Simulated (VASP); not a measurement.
# AlNi (Pm-3m) in VASP: settings compared

AlNi is run at these levels: PBE, revPBE, PBEsol, r2SCAN; tasks: single point.

Everything below comes from runs of VASP 6.6.1. Logs are shortened: lines on timing, memory, paths and dates and some standing lists are left out, and cuts for length are marked.

### Step 1. The cell of the first run

It takes space group Pm-3m (No. 221, cubic). The conventional cell has a = 2.881 Å, b = 2.881 Å, c = 2.881 Å, α = 90.00°, β = 90.00°, γ = 90.00°. Al (site symmetry m-3m) has 8 Ni at 2.50 Å and 6 Al at 2.88 Å within 3.3 Å. Ni (site symmetry m-3m) has 8 Al at 2.50 Å and 6 Ni at 2.88 Å within 3.3 Å.

### Step 2. Single point, PBE, collinear spin, ferromagnetic start

Contents of INCAR:

```
SYSTEM = AlNi
PREC = Accurate
ENCUT = 520
EDIFF = 1E-6
ISMEAR = -1
SIGMA = 0.1
LREAL = .FALSE.
LASPH = .TRUE.
NELM = 150
ALGO = Normal
ISIF = 2
LWAVE = .FALSE.
LCHARG = .FALSE.
ISPIN = 2
MAGMOM = 0 1.5
LORBIT = 11
LMAXMIX = 4
GGA = PE
NBANDS = 18
```

Contents of KPOINTS:

```
regular mesh
0
G
  10 10 10
  0 0 0
```

Contents of POSCAR:

```
AlNi
1.0
    2.8810000000      0.0000000000      0.0000000000
    0.0000000000      2.8810000000      0.0000000000
    0.0000000000      0.0000000000      2.8810000000
Al Ni
1 1
Direct
    0.0000000000      0.0000000000      0.0000000000
    0.5000000000      0.5000000000      0.5000000000
```

Potentials or basis: VASP PAW PBE potentials, release 64 (Al, Ni).

Started as:

```bash
$ cat potpaw_PBE.64/Al/POTCAR potpaw_PBE.64/Ni/POTCAR > POTCAR
$ mpirun -np 1 vasp_std > vasp.out
```

OUTCAR:

```text
SYSTEM = AlNi
   PREC = Accurate
   ENCUT = 520
   EDIFF = 1E-6
   ISMEAR = -1
   LREAL = .FALSE.
   LASPH = .TRUE.
   NELM = 150
   ISIF = 2
   ISPIN = 2
   LORBIT = 11
   GGA = PE

 ion  position               nearest neighbor table
   1  0.000  0.000  0.000-   2 2.50   2 2.50   2 2.50   2 2.50   2 2.50   2 2.50   2 2.50   2 2.50

   2  0.500  0.500  0.500-   1 2.50   1 2.50   1 2.50   1 2.50   1 2.50   1 2.50   1 2.50   1 2.50

  LATTYP: Found a simple cubic cell.
 ALAT       =     2.8810000000

  Lattice vectors:

 A1 = (   2.8810000000,   0.0000000000,   0.0000000000)
 A2 = (   0.0000000000,   2.8810000000,   0.0000000000)
 A3 = (   0.0000000000,   0.0000000000,   2.8810000000)

Analysis of symmetry for initial positions (statically):
=====================================================================
 Subroutine PRICEL returns:
 Original cell was already a primitive cell.

 Routine SETGRP: Setting up the symmetry group for a
 simple cubic supercell.

 Subroutine GETGRP returns: Found 48 space group operations
 (whereof 48 operations were pure point group operations)
 out of a pool of 48 trial point group operations.

The static configuration has the point symmetry O_h .

Analysis of symmetry for dynamics (positions and initial velocities):
=====================================================================
 Subroutine PRICEL returns:
 Original cell was already a primitive cell.

 Routine SETGRP: Setting up the symmetry group for a
 simple cubic supercell.

 Subroutine GETGRP returns: Found 48 space group operations
 (whereof 48 operations were pure point group operations)
 out of a pool of 48 trial point group operations.

The dynamic configuration has the point symmetry O_h .

Analysis of structural, dynamic, and magnetic symmetry:
=====================================================================
 Subroutine PRICEL returns:
 Original cell was already a primitive cell.

 Routine SETGRP: Setting up the symmetry group for a
 simple cubic supercell.

 Subroutine GETGRP returns: Found 48 space group operations
 (whereof 48 operations were pure point group operations)
 out of a pool of 48 trial point group operations.

The overall configuration has the point symmetry O_h .

 Subroutine INISYM returns: Found 48 space group operations
 (whereof 48 operations are pure point group operations),
 and found     1 'primitive' translations

----------------------------------------------------------------------------------------

                                     Primitive cell

  volume of cell :      23.9128

  direct lattice vectors                    reciprocal lattice vectors
     2.881000000  0.000000000  0.000000000     0.347101701  0.000000000  0.000000000
     0.000000000  2.881000000  0.000000000     0.000000000  0.347101701  0.000000000
     0.000000000  0.000000000  2.881000000     0.000000000  0.000000000  0.347101701

  length of vectors
     2.881000000  2.881000000  2.881000000     0.347101701  0.347101701  0.347101701

  position of ions in fractional coordinates (direct lattice)
     0.000000000  0.000000000  0.000000000
     0.500000000  0.500000000  0.500000000

  ion indices of the primitive-cell ions
   primitive index   ion index
                 1           1
                 2           2

----------------------------------------------------------------------------------------

 KPOINTS: regular mesh

Automatic generation of k-mesh.
 Grid dimensions read from file:
 generate k-points for:   10   10   10

 Generating k-lattice:

  Cartesian coordinates                     Fractional coordinates (reciprocal lattice)
     0.034710170  0.000000000  0.000000000     0.100000000  0.000000000  0.000000000
     0.000000000  0.034710170  0.000000000     0.000000000  0.100000000  0.000000000
     0.000000000  0.000000000  0.034710170     0.000000000  0.000000000  0.100000000

  Length of vectors
     0.034710170  0.034710170  0.034710170

  Shift w.r.t. Gamma in fractional coordinates (k-lattice)
     0.000000000  0.000000000  0.000000000

 Subroutine IBZKPT returns following result:
 ===========================================

 Found     56 irreducible k-points:

 Following reciprocal coordinates:
            Coordinates               Weight
  0.000000  0.000000  0.000000      1.000000
  0.100000  0.000000  0.000000      6.000000
  0.200000  0.000000  0.000000      6.000000
  0.300000  0.000000  0.000000      6.000000
  0.400000  0.000000  0.000000      6.000000
  0.500000  0.000000  0.000000      3.000000
[... 16 lines left out ...]
  0.200000  0.100000  0.100000     24.000000
  0.300000  0.100000  0.100000     24.000000
 [... further k-points ...]
   k-points           NKPTS =     56   k-points in BZ     NKDIM =     56   number of bands    NBANDS=     18
   number of dos      NEDOS =    301   number of ions     NIONS =      2
   total plane-waves  NPLWV =  13824
   dimension x,y,z NGX =    24 NGY =   24 NGZ =   24
   dimension x,y,z NGXF=    48 NGYF=   48 NGZF=   48
   ions per type =               1   1
   NGX,Y,Z   is equivalent  to a cutoff of  13.85, 13.85, 13.85 a.u.
   NGXF,Y,Z  is equivalent  to a cutoff of  27.70, 27.70, 27.70 a.u.
 SYSTEM =  AlNi
   PREC   = accura    normal or accurate (medium, high low for compatibility)
   ISTART =      0    job   : 0-new  1-cont  2-samecut
   ICHARG =      2    charge: 1-file 2-atom 10-const
   ISPIN  =      2    spin polarized calculation?
   LNONCOLLINEAR =      F non collinear calculations
   LSORBIT =      F    spin-orbit coupling
   LASPH  =      T    aspherical Exc in radial PAW
   ENCUT  =  520.0 eV  38.22 Ry    6.18 a.u.   5.36  5.36  5.36*2*pi/ulx,y,z
   NELM   =    150;   NELMIN=  2; NELMDL= -5     # of ELM steps
   EDIFF  = 0.1E-05   stopping-criterion for ELM
   LREAL  =      F    real-space projection
[... 7 lines left out ...]
   TEBEG  =    0.0;   TEEND  =   0.0 temperature during run
   PSTRESS=    0.0 pullay stress
   NELECT =      13.0000    total number of electrons
   NUPDOWN=      -1.0000    fix difference up-down
   EMIN   =  10.00;   EMAX   =-10.00  energy-range for DOS
   EFERMI =   0.00;   METHOD = LEGACY
   ISMEAR =    -1;   SIGMA  =   0.10  broadening in eV -4-tet -1-fermi 0-gaus
   EFERMI_NEDOS =   21; number of points for ismear=-14 and -15
   IALGO  =     38    algorithm
   IMIX   =      4    mixing-type and parameters
     AMIX     =   0.40;   BMIX     =  1.00
     AMIX_MAG =   1.60;   BMIX_MAG =  1.00
  volume/ion in A,a.u.               =      11.96        80.69
  Fermi-wavevector in a.u.,A,eV,Ry     =   1.336122  2.524904 24.289410  1.785221
  Thomas-Fermi vector in A             =   2.464773
   LORBIT       =     11    0 simple, 1 ext, 2 COOP (PROOUT), +10 PAW based schemes
   GGA     = PE    functional components
   LHFCALC =     F    Hartree Fock is set to
   AEXX    =    0.0000 exact exchange contribution
   IVDW    =     0    specifies the selected vdW correction
   LEPSILON=     F    determine dielectric tensor
   LRPA    =     F    only Hartree local field effects (RPA)
 spin polarized calculation
  energy-cutoff  :      520.00
  volume of cell :       23.91
 maximum number of plane-waves:       661
 NGX is ok and might be reduce to    24
   NGX = 11   NGY = 11   NGZ = 11

 number of electron      13.0000015 magnetization      -0.0208534

 number of electron      13.0000015 magnetization       0.0004204

 Free energy of the ion-electron system (eV)
  ---------------------------------------------------
  ext. energy  EPLUGINS =         0.00000000
  ---------------------------------------------------
  free energy    TOTEN  =       -10.55285067 eV

  energy without entropy =      -10.52826155  energy(sigma->0) =      -10.54055611

 E-fermi :  10.0393     XC(G=0): -12.0483

 val. band max:       10.0172145273   @ k =   0.4000   0.4000   0.2000
 cond. band min:      10.1118203297   @ k =   0.4000   0.3000   0.2000
 fundamental gap:      0.0946058024
 Fermi energy:        10.0393060247

 spin component 1

 k-point     1 :       0.0000    0.0000    0.0000
  band No.  band energies     occupation
      1      -1.1118      1.00000
      2       6.7993      1.00000
      3       6.7993      1.00000
      4       8.4842      1.00000
      5       8.4842      1.00000
      6       8.4842      1.00000
[... 10 lines left out ...]
     17      33.3676      0.00000
     18      33.3676      0.00000

 k-point     2 :       0.1000    0.0000    0.0000
  band No.  band energies     occupation
      1      -0.9279      1.00000
      2       6.7818      1.00000
      3       6.8421      1.00000
      4       8.4062      1.00000
      5       8.4062      1.00000
      6       8.4925      1.00000
[... 10 lines left out ...]
     17      32.8908      0.00000
     18      34.1545      0.00000
[... 442 lines left out ...]
 k-point    24 :       0.3000    0.1000    0.1000
  band No.  band energies     occupation
      1       0.8576      1.00000
      2       6.1811      1.00000
      3       7.1198      1.00000
      4       7.8940      1.00000
      5       7.9742      1.00000
      6       8.3982      1.00000
[... 10 lines left out ...]
     17      31.0594      0.00000
     18      35.3402      0.00000

 [... further k-points ...]

 spin component 2

 k-point     1 :       0.0000    0.0000    0.0000
  band No.  band energies     occupation
      1      -1.1119      1.00000
      2       6.7993      1.00000
      3       6.7993      1.00000
      4       8.4844      1.00000
      5       8.4844      1.00000
      6       8.4844      1.00000
[... 10 lines left out ...]
     17      33.3674      0.00000
     18      33.3674      0.00000

 k-point     2 :       0.1000    0.0000    0.0000
  band No.  band energies     occupation
      1      -0.9280      1.00000
      2       6.7818      1.00000
      3       6.8420      1.00000
      4       8.4063      1.00000
      5       8.4063      1.00000
      6       8.4927      1.00000
[... 10 lines left out ...]
     17      32.8907      0.00000
     18      34.1544      0.00000
[... 442 lines left out ...]
 k-point    24 :       0.3000    0.1000    0.1000
  band No.  band energies     occupation
      1       0.8575      1.00000
      2       6.1811      1.00000
      3       7.1198      1.00000
      4       7.8941      1.00000
      5       7.9744      1.00000
      6       8.3983      1.00000
[... 10 lines left out ...]
     17      31.0593      0.00000
     18      35.3401      0.00000

 [... further k-points ...]
[... 5 lines left out ...]
  --------------------------------------------------------------------------------------
  -------------------------------------------------------------------------------------
  Total        0.3047383      0.3047383      0.3047383     -0.0000000      0.0000000     -0.0000000
  in kB       20.4177514     20.4177514     20.4177514     -0.0000000      0.0000000     -0.0000000
  external PRESSURE =      20.4177514 kB  Pullay stress =       0.0000000 kB

 VOLUME and BASIS-vectors are now :
 -----------------------------------------------------------------------------
  energy-cutoff  :      520.00
  volume of cell :       23.91
      direct lattice vectors                 reciprocal lattice vectors
     2.881000000  0.000000000  0.000000000     0.347101701  0.000000000  0.000000000
     0.000000000  2.881000000  0.000000000     0.000000000  0.347101701  0.000000000
     0.000000000  0.000000000  2.881000000     0.000000000  0.000000000  0.347101701

 POSITION                                       TOTAL-FORCE (eV/Angst)
 -----------------------------------------------------------------------------------
      0.00000      0.00000      0.00000         0.000000      0.000000      0.000000
      1.44050      1.44050      1.44050         0.000000      0.000000      0.000000
 -----------------------------------------------------------------------------------
    total drift:                                0.000000      0.000000     -0.000000

  FREE ENERGIE OF THE ION-ELECTRON SYSTEM (eV)
  ---------------------------------------------------
  free  energy   TOTEN  =       -10.5528506657 eV

  energy  without entropy=      -10.5282615547  energy(sigma->0) =      -10.54055611

 total charge

# of ion       s       p       d       tot
------------------------------------------
    1        0.384   0.414   0.000   0.798
    2        0.475   0.516   8.474   9.465
--------------------------------------------------
tot          0.859   0.930   8.474  10.263

 magnetization (x)

# of ion       s       p       d       tot
------------------------------------------
    1        0.000   0.000   0.000   0.000
    2       -0.000  -0.000   0.000   0.000
--------------------------------------------------
tot          0.000  -0.000   0.000   0.000
```

Run time: 23 s. Hardware: 1 thread of Intel Xeon Platinum 8488C (Sapphire Rapids), shared host; peak memory 0.17 GiB.

What came out:

```
Free energy                                           : -10.5529 eV
Pressure                                              : 2.0 GPa
Net moment                                            : 0.00 μB per cell
Valence electrons inside the program's atomic spheres : Al 0.80; Ni 9.46
```

Caveat: the starting moments collapsed, and a magnetic state may lie lower.

### Step 3. Single point, revPBE, collinear spin, ferromagnetic start

Contents of INCAR:

```
PREC = Accurate
ENCUT = 520
EDIFF = 1E-6
ISMEAR = -1
SIGMA = 0.1
LREAL = False
LASPH = True
NELM = 150
ALGO = Normal
ISIF = 2
LWAVE = False
LCHARG = False
ISPIN = 2
MAGMOM = 0 1.5
LORBIT = 11
LMAXMIX = 4
GGA = RE
NBANDS = 18
```

Contents of KPOINTS:

```
regular mesh
0
Gamma
  10 10 10
```

POSCAR is that of step 2.

Potentials or basis: VASP PAW PBE potentials, release 64 (Al, Ni).

Started as:

```bash
$ cat potpaw_PBE.64/Al/POTCAR potpaw_PBE.64/Ni/POTCAR > POTCAR
$ mpirun -np 1 vasp_std > vasp.out
```

Wall time 22 s (1 thread of Intel Xeon Platinum 8488C (Sapphire Rapids), shared host); peak memory 0.17 GiB.

Results (log left out):

```yaml
Free_energy: -9.9194 eV
Pressure: 4.8 GPa
Net_moment: 0.00 μB per cell
Valence_electrons_inside_the_program's_atomic_spheres: Al 0.80; Ni 9.46
```

Levels at points of the mesh, in eV from the Fermi level:
Spin up:
| k point | band 3 | band 4 | band 5 | band 6 | band 7 | band 8 | band 9 | band 10 |
| --- | --- | --- | --- | --- | --- | --- | --- | --- |
| (0.00, 0.00, 0.00) | -3.24 | -1.55 | -1.55 | -1.55 | 5.51 | 5.51 | 5.51 | 8.07 |
| (0.50, 0.00, 0.00) | -2.76 | -2.25 | -2.25 | -1.46 | -0.66 | 8.22 | 10.01 | 10.01 |
| (0.50, 0.50, 0.00) | -2.91 | -2.91 | -2.08 | -2.08 | -1.02 | 1.48 | 2.47 | 12.33 |
| (0.50, 0.50, 0.50) | -4.11 | -1.00 | -1.00 | 1.98 | 1.98 | 1.98 | 3.76 | 4.43 |
Spin down:
| k point | band 3 | band 4 | band 5 | band 6 | band 7 | band 8 | band 9 | band 10 |
| --- | --- | --- | --- | --- | --- | --- | --- | --- |
| (0.00, 0.00, 0.00) | -3.24 | -1.55 | -1.55 | -1.55 | 5.51 | 5.51 | 5.51 | 8.07 |
| (0.50, 0.00, 0.00) | -2.76 | -2.25 | -2.25 | -1.46 | -0.65 | 8.22 | 10.01 | 10.01 |
| (0.50, 0.50, 0.00) | -2.91 | -2.91 | -2.08 | -2.08 | -1.02 | 1.48 | 2.47 | 12.33 |
| (0.50, 0.50, 0.50) | -4.11 | -0.99 | -0.99 | 1.98 | 1.98 | 1.98 | 3.76 | 4.43 |

Caveat: the starting moments collapsed, and a magnetic state may lie lower; the PAW data sets were made with another functional, which shifts forces and pressure a little.

### Step 4. Single point, PBEsol, collinear spin, ferromagnetic start

Contents of INCAR:

```
SYSTEM = AlNi
PREC = Accurate
ENCUT = 520
EDIFF = 1E-6
ISMEAR = -1
SIGMA = 0.1
LREAL = .False.
LASPH = .True.
NELM = 150
ALGO = Normal
ISIF = 2
LWAVE = .False.
LCHARG = .True.
ISPIN = 2
MAGMOM = 0 1.5
LORBIT = 11
LMAXMIX = 4
GGA = PS
LELF = .True.
LVHAR = .True.
NBANDS = 18
```

Contents of KPOINTS:

```
Automatic mesh
0
Gamma
  10 10 10
  0 0 0
```

POSCAR is that of step 3.

Started as:

```bash
$ cat potpaw_PBE.64/Al/POTCAR potpaw_PBE.64/Ni/POTCAR > POTCAR
$ mpirun -np 1 vasp_std > vasp.out
```

Run time: 25 s. Hardware: 1 thread of Intel Xeon Platinum 8488C (Sapphire Rapids), shared host; peak memory 0.17 GiB.

It converged, with:

```
Free energy                                           : -11.5981 eV
Pressure                                              : -3.1 GPa
Net moment                                            : 0.00 μB per cell
Valence electrons inside the program's atomic spheres : Al 0.80; Ni 9.48
```

Levels at points of the mesh, in eV from the Fermi level:
Spin up:
```csv
k point,band 3,band 4,band 5,band 6,band 7,band 8,band 9,band 10
"(0.00, 0.00, 0.00)",-3.25,-1.56,-1.56,-1.56,5.48,5.48,5.48,8.13
"(0.50, 0.00, 0.00)",-2.78,-2.26,-2.26,-1.47,-0.66,8.28,9.98,9.98
"(0.50, 0.50, 0.00)",-2.89,-2.89,-2.09,-2.09,-1.03,1.45,2.48,12.27
"(0.50, 0.50, 0.50)",-4.11,-1.00,-1.00,1.97,1.97,1.97,3.71,4.46
```
Spin down:
```csv
k point,band 4,band 5,band 6,band 7,band 8,band 9
"(0.00, 0.00, 0.00)",-1.56,-1.56,-1.56,5.48,5.48,5.48
"(0.50, 0.00, 0.00)",-2.26,-2.26,-1.47,-0.66,8.28,9.98
"(0.50, 0.50, 0.00)",-2.89,-2.09,-2.09,-1.03,1.45,2.48
"(0.50, 0.50, 0.50)",-1.00,-1.00,1.97,1.97,1.97,3.71
```

Caveat: the starting moments collapsed, and a magnetic state may lie lower; the PAW data sets were made with another functional, which shifts forces and pressure a little.

### Step 5. Single point, r2SCAN, collinear spin, ferromagnetic start

POSCAR is that of step 4.

Contents of INCAR.step1:

```
ALGO = Normal ; EDIFF = 1E-4
ENCUT = 520 ; GGA = PE
ISMEAR = -1 ; ISPIN = 2
LASPH = True ; LCHARG = False
LMAXMIX = 4 ; LREAL = False
LWAVE = True ; MAGMOM = 0 1.5
NBANDS = 18 ; NELM = 150
PREC = Accurate ; SIGMA = 0.1
```

Contents of INCAR.step2:

```
ALGO = Normal ; EDIFF = 1E-6
ENCUT = 520 ; ISIF = 2
ISMEAR = -1 ; ISPIN = 2
ISTART = 1 ; LASPH = True
LCHARG = False ; LMAXMIX = 4
LMIXTAU = True ; LORBIT = 11
LREAL = False ; LWAVE = False
MAGMOM = 0 1.5 ; METAGGA = R2SCAN
NBANDS = 18 ; NELM = 150
PREC = Accurate ; SIGMA = 0.1
```

Contents of KPOINTS:

```
k-points
0
Gamma
  10 10 10
```

Started as:

```bash
$ cat potpaw_PBE.64/Al/POTCAR potpaw_PBE.64/Ni/POTCAR > POTCAR
$ cp INCAR.step1 INCAR
$ mpirun -np 1 vasp_std > vasp.out
$ cp INCAR.step2 INCAR
$ mpirun -np 1 vasp_std > vasp.out
```

It took 84 s on 1 thread of Intel Xeon Platinum 8488C (Sapphire Rapids), shared host; peak memory 0.18 GiB.

Results (log left out):

```
Free energy                                           : -20.0796 eV
Pressure                                              : -3.3 GPa
Net moment                                            : 0.00 μB per cell
Valence electrons inside the program's atomic spheres : Al 0.81; Ni 9.51
```

Levels at points of the mesh, in eV from the Fermi level:
Spin up:
| k point | band 4 | band 5 | band 6 | band 7 | band 8 | band 9 |
| --- | --- | --- | --- | --- | --- | --- |
| (0.00, 0.00, 0.00) | -1.61 | -1.61 | -1.61 | 5.88 | 5.88 | 5.88 |
| (0.50, 0.00, 0.00) | -2.34 | -2.34 | -1.52 | -0.65 | 8.63 | 10.55 |
| (0.50, 0.50, 0.00) | -3.11 | -2.17 | -2.17 | -1.04 | 1.58 | 2.69 |
| (0.50, 0.50, 0.50) | -1.01 | -1.01 | 2.03 | 2.03 | 2.03 | 4.45 |
Spin down:
```tsv
k point	band 4	band 5	band 6	band 7	band 8	band 9
(0.00, 0.00, 0.00)	-1.61	-1.61	-1.61	5.88	5.88	5.88
(0.50, 0.00, 0.00)	-2.34	-2.34	-1.52	-0.65	8.63	10.55
(0.50, 0.50, 0.00)	-3.11	-2.17	-2.17	-1.04	1.58	2.69
(0.50, 0.50, 0.50)	-1.01	-1.01	2.03	2.03	2.03	4.45
```

Caveat: the starting moments collapsed, and a magnetic state may lie lower; the PAW data sets were made with another functional, which shifts forces and pressure a little.
